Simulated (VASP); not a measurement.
# TiO2 (P4_2/mnm) in VASP: a series of runs, part 2 of 2

VASP 6.6.1.

### Step 3. Single point, PBEsol

INCAR

```
SYSTEM = TiO2
  PREC = Accurate
  ENCUT = 520
  EDIFF = 1E-6
  ISMEAR = 0
  SIGMA = 0.01
  LREAL = .FALSE.
  LASPH = .TRUE.
  NELM = 60
  ALGO = Normal
  ISIF = 2
  LWAVE = .FALSE.
  LCHARG = .FALSE.
  GGA = PS
  NBANDS = 33
```

KPOINTS

```
regular mesh
0
G
  6 6 8
  0 0 0
```

POSCAR

```
TiO2
1.0
    4.5375361469      0.0000000000      0.0000000000
    0.0000000000      4.5375361469      0.0000000000
    0.0000000000      0.0000000000      2.9227054968
Ti O
2 4
Direct
    0.0000000000      0.0000000000      0.0000000000
    0.5000000000      0.5000000000      0.5000000000
    0.3034858295      0.3034858295      0.0000000000
    0.1965141705      0.8034858295      0.5000000000
    0.6965141705      0.6965141705      0.0000000000
    0.8034858295      0.1965141705      0.5000000000
```

Potentials or basis: VASP PAW PBE potentials, release 64 (Ti_sv, O).

On the command line:

```console
> cat potpaw_PBE.64/Ti_sv/POTCAR potpaw_PBE.64/O/POTCAR > POTCAR
> mpirun -np 1 vasp_std > vasp.out
```

OUTCAR:

```text
SYSTEM = TiO2
   PREC = Accurate
   ENCUT = 520
   EDIFF = 1E-6
   ISMEAR = 0
   LREAL = .FALSE.
   LASPH = .TRUE.
   NELM = 60
   ISIF = 2
   GGA = PS

 ion  position               nearest neighbor table
   1  0.000  0.000  0.000-   4 1.93   6 1.93   4 1.93   6 1.93   5 1.95   3 1.95
   2  0.500  0.500  0.500-   3 1.93   5 1.93   3 1.93   5 1.93   4 1.95   6 1.95
   3  0.303  0.303  0.000-   2 1.93   2 1.93   1 1.95
   4  0.197  0.803  0.500-   1 1.93   1 1.93   2 1.95
   5  0.697  0.697  0.000-   2 1.93   2 1.93   1 1.95
   6  0.803  0.197  0.500-   1 1.93   1 1.93   2 1.95

[... 1073 lines left out ...]
  -------------------------------------------------------------------------------------
  Total        2.8530740      2.8530740      2.9543666      0.0000000      0.0000000      0.0000000
  in kB       75.9623444     75.9623444     78.6592332      0.0000000      0.0000000      0.0000000
  external PRESSURE =      76.8613074 kB  Pullay stress =       0.0000000 kB

 VOLUME and BASIS-vectors are now :
 -----------------------------------------------------------------------------
  energy-cutoff  :      520.00
  volume of cell :       60.18
      direct lattice vectors                 reciprocal lattice vectors
     4.537536147  0.000000000  0.000000000     0.220383919  0.000000000  0.000000000
     0.000000000  4.537536147  0.000000000     0.000000000  0.220383919  0.000000000
     0.000000000  0.000000000  2.922705497     0.000000000  0.000000000  0.342148739

 POSITION                                       TOTAL-FORCE (eV/Angst)
 -----------------------------------------------------------------------------------
      0.00000      0.00000      0.00000         0.000000     -0.000000      0.000000
      2.26877      2.26877      1.46135         0.000000     -0.000000      0.000000
      1.37708      1.37708      0.00000        -0.015724     -0.015724     -0.000000
      0.89169      3.64585      1.46135         0.015724     -0.015724     -0.000000
      3.16046      3.16046      0.00000         0.015724      0.015724      0.000000
      3.64585      0.89169      1.46135        -0.015724      0.015724      0.000000
 -----------------------------------------------------------------------------------
    total drift:                                0.000000      0.000000     -0.000000

  FREE ENERGIE OF THE ION-ELECTRON SYSTEM (eV)
  ---------------------------------------------------
  free  energy   TOTEN  =       -56.0510221974 eV

  energy  without entropy=      -56.0510221974  energy(sigma->0) =      -56.05102220
```

OSZICAR:

```text
N       E                     dE             d eps       ncg     rms          rms(c)
DAV:   1     0.651209129845E+03    0.65121E+03   -0.24128E+04  3300   0.173E+03
DAV:   2     0.232073333924E+02   -0.62800E+03   -0.58036E+03  3567   0.513E+02
DAV:   3    -0.674871048232E+02   -0.90694E+02   -0.88846E+02  4564   0.188E+02
DAV:   4    -0.721509022462E+02   -0.46638E+01   -0.46526E+01  4671   0.403E+01
DAV:   5    -0.723128919804E+02   -0.16199E+00   -0.16196E+00  4491   0.635E+00    0.326E+01
DAV:   6    -0.562673469084E+02    0.16046E+02   -0.67710E+01  4376   0.886E+01    0.105E+01
DAV:   7    -0.562734933566E+02   -0.61464E-02   -0.11575E+01  4168   0.300E+01    0.972E+00
DAV:   8    -0.560460216186E+02    0.22747E+00   -0.65745E-01  4289   0.872E+00    0.495E+00
DAV:   9    -0.560905781372E+02   -0.44557E-01   -0.47415E-01  4467   0.645E+00    0.212E+00
DAV:  10    -0.560542759056E+02    0.36302E-01   -0.14506E-01  4055   0.486E+00    0.622E-01
DAV:  11    -0.560511874211E+02    0.30885E-02   -0.18554E-02  4512   0.892E-01    0.887E-02
DAV:  12    -0.560510971798E+02    0.90241E-04   -0.38894E-04  4039   0.174E-01    0.834E-02
DAV:  13    -0.560510263664E+02    0.70813E-04   -0.31591E-04  4264   0.231E-01    0.234E-02
DAV:  14    -0.560510218412E+02    0.45252E-05   -0.49609E-05  4523   0.596E-02    0.461E-03
DAV:  15    -0.560510221974E+02   -0.35621E-06   -0.32498E-06  3379   0.138E-02
   1 F= -.56051022E+02 E0= -.56051022E+02  d E =-.507377-153
```

Wall time 38 s (1 thread of Intel Xeon 6975P-C (Granite Rapids), shared host); peak memory 0.22 GiB.

Results:

```
Free energy            : -56.0510 eV
Pressure               : 7.7 GPa
Largest force          : 0.022 eV/Å
Band gap on the k mesh : 1.86 eV
```

Forces on the atoms (eV/Å):
```
Ti   0.000  0.000  0.000
Ti   0.000  0.000  0.000
O   -0.016 -0.016  0.000
O    0.016 -0.016  0.000
O    0.016  0.016  0.000
O   -0.016  0.016  0.000
```

Levels at points of the mesh, in eV from the valence-band top:
```csv
k point,band 20,band 21,band 22,band 23,band 24,band 25,band 26,band 27,band 28,band 29
"(0.00, 0.00, 0.00)",-2.06,-0.72,-0.48,-0.48,0.00,1.86,2.15,2.43,2.55,2.55
"(0.50, 0.00, 0.00)",-3.21,-1.73,-1.73,-0.80,-0.80,2.58,2.58,3.15,3.15,3.69
"(0.50, 0.50, 0.00)",-2.36,-1.35,-1.35,-1.12,-1.12,1.90,1.90,2.58,2.58,4.00
"(0.00, 0.00, 0.50)",-2.86,-2.60,-2.60,-1.48,-1.48,3.10,3.10,3.30,3.30,3.80
"(0.50, 0.00, 0.50)",-2.47,-2.15,-2.15,-1.12,-1.12,1.91,1.91,3.32,3.32,4.07
"(0.50, 0.50, 0.50)",-2.83,-1.41,-1.41,-0.68,-0.68,2.67,2.67,3.28,3.28,3.35
```

Caveat: the cell stands under pressure; the PAW data sets were made with another functional, which shifts forces and pressure a little. A k mesh can miss the band edges.

### Step 4. Single point, PBEsol

This run uses another cell than the first one, of 10.15 Å³/atom.

INCAR

```
ALGO = Normal
EDIFF = 1E-6
ENCUT = 520
GGA = PS
ISIF = 2
ISMEAR = 0
LASPH = T
LCHARG = T
LELF = T
LREAL = F
LVHAR = T
LWAVE = F
NBANDS = 33
NELM = 60
PREC = Accurate
SIGMA = 0.01
```

KPOINTS

```
k-points
0
Gamma
  6 6 8
```

POSCAR

```
TiO2
1.0
    4.5593949350      0.0000000000      0.0000000000
    0.0000000000      4.5593949350      0.0000000000
    0.0000000000      0.0000000000      2.9295925947
Ti O
2 4
Direct
    0.0000000000      0.0000000000      0.0000000000
    0.5000000000      0.5000000000      0.5000000000
    0.3038503726      0.3038503726      0.0000000000
    0.1961496274      0.8038503726      0.5000000000
    0.6961496274      0.6961496274      0.0000000000
    0.8038503726      0.1961496274      0.5000000000
```

On the command line:

```console
> cat potpaw_PBE.64/Ti_sv/POTCAR potpaw_PBE.64/O/POTCAR > POTCAR
> mpirun -np 1 vasp_std > vasp.out
```

Wall time 35 s (1 thread of Intel Xeon 6975P-C (Granite Rapids), shared host); peak memory 0.22 GiB.

The run converged. Its results:

```yaml
Free_energy: -56.0798 eV
Pressure: 4.7 GPa
Largest_force: 0.023 eV/Å
Band_gap_on_the_k_mesh: 1.85 eV
```

Forces on the atoms (eV/Å):
```
Ti   0.000  0.000  0.000
Ti   0.000  0.000  0.000
O   -0.016 -0.016  0.000
O    0.016 -0.016  0.000
O    0.016  0.016  0.000
O   -0.016  0.016  0.000
```

Stress tensor (GPa, compression positive):
```
4.61 0.00 0.00
0.00 4.61 0.00
0.00 0.00 4.89
```

Levels at points of the mesh, in eV from the valence-band top:
```tsv
k point	band 20	band 21	band 22	band 23	band 24	band 25	band 26	band 27	band 28	band 29
(0.00, 0.00, 0.00)	-2.03	-0.71	-0.47	-0.47	0.00	1.85	2.13	2.43	2.54	2.54
(0.50, 0.00, 0.00)	-3.16	-1.69	-1.69	-0.78	-0.78	2.55	2.55	3.11	3.11	3.66
(0.50, 0.50, 0.00)	-2.31	-1.33	-1.33	-1.11	-1.11	1.89	1.89	2.56	2.56	3.95
(0.00, 0.00, 0.50)	-2.84	-2.53	-2.53	-1.47	-1.47	3.05	3.05	3.27	3.27	3.75
(0.50, 0.00, 0.50)	-2.44	-2.13	-2.13	-1.10	-1.10	1.90	1.90	3.30	3.30	4.02
(0.50, 0.50, 0.50)	-2.81	-1.37	-1.37	-0.68	-0.68	2.64	2.64	3.25	3.25	3.32
```

Caveat: the cell stands under pressure; the PAW data sets were made with another functional, which shifts forces and pressure a little.

### Step 5. Single point, PBEsol

This run uses another cell than the first one, of 10.24 Å³/atom.

Edit INCAR of step 4 so:

```diff
@@ -7,6 +7,4 @@
 LASPH = T
-LCHARG = T
-LELF = T
+LCHARG = F
 LREAL = F
-LVHAR = T
 LWAVE = F
```

KPOINTS is that of step 4.

POSCAR

```
TiO2
1.0
    4.5748840194      0.0000000000      0.0000000000
    0.0000000000      4.5748840194      0.0000000000
    0.0000000000      0.0000000000      2.9342665517
Ti O
2 4
Direct
    0.0000000000      0.0000000000      0.0000000000
    0.5000000000      0.5000000000      0.5000000000
    0.3041278510      0.3041278510      0.0000000000
    0.1958721490      0.8041278510      0.5000000000
    0.6958721490      0.6958721490      0.0000000000
    0.8041278510      0.1958721490      0.5000000000
```

On the command line:

```console
> cat potpaw_PBE.64/Ti_sv/POTCAR potpaw_PBE.64/O/POTCAR > POTCAR
> mpirun -np 1 vasp_std > vasp.out
```

Run time: 36 s. Hardware: 1 thread of Intel Xeon 6975P-C (Granite Rapids), shared host; peak memory 0.22 GiB.

It converged, with:

* Free energy: -56.0921 eV
* Pressure: 2.7 GPa
* Largest force: 0.024 eV/Å
* Band gap on the k mesh: 1.85 eV

Forces in eV/Å, atoms in the order of the input:
```
Ti   0.000  0.000  0.000
Ti   0.000  0.000  0.000
O   -0.017 -0.017  0.000
O    0.017 -0.017  0.000
O    0.017  0.017  0.000
O   -0.017  0.017  0.000
```

Stress tensor (GPa, compression positive):
```
2.59 0.00 0.00
0.00 2.59 0.00
0.00 0.00 2.87
```

Levels at points of the mesh, in eV from the valence-band top:
```
           k point  band 22  band 23  band 24  band 25  band 26  band 27
(0.00, 0.00, 0.00)    -0.46    -0.46     0.00     1.85     2.13     2.42
(0.50, 0.00, 0.00)    -1.66    -0.77    -0.77     2.54     2.54     3.08
(0.50, 0.50, 0.00)    -1.31    -1.10    -1.10     1.88     1.88     2.55
(0.00, 0.00, 0.50)    -2.48    -1.46    -1.46     3.02     3.02     3.25
(0.50, 0.00, 0.50)    -2.11    -1.08    -1.08     1.89     1.89     3.28
(0.50, 0.50, 0.50)    -1.34    -0.68    -0.68     2.62     2.62     3.23
```

Caveat: the PAW data sets were made with another functional, which shifts forces and pressure a little. A k mesh can miss the band edges.

### Step 6. Overview

```tsv
cell	gap on the mesh (eV)	pressure (GPa)	largest force (eV/Å)
a = 4.538, b = 4.538, c = 2.923 Å, 6 atoms	1.86	7.7	0.02
a = 4.559, b = 4.559, c = 2.930 Å, 6 atoms	1.85	4.7	0.02
a = 4.575, b = 4.575, c = 2.934 Å, 6 atoms	1.85	2.7	0.02
```

Alike in all rows: task single point; level PBEsol; potentials or basis VASP PAW PBE potentials, release 64 (Ti_sv, O); no spin polarisation; k mesh 6 × 6 × 8; cutoff (eV) 520; smearing gaussian 0.01 eV.

Caveats: the PAW data sets were made with another functional, which shifts forces and pressure a little; the cell stands under pressure (at least some runs).

Total energies depend on the potentials used, so only differences within one code and one set of settings carry meaning.
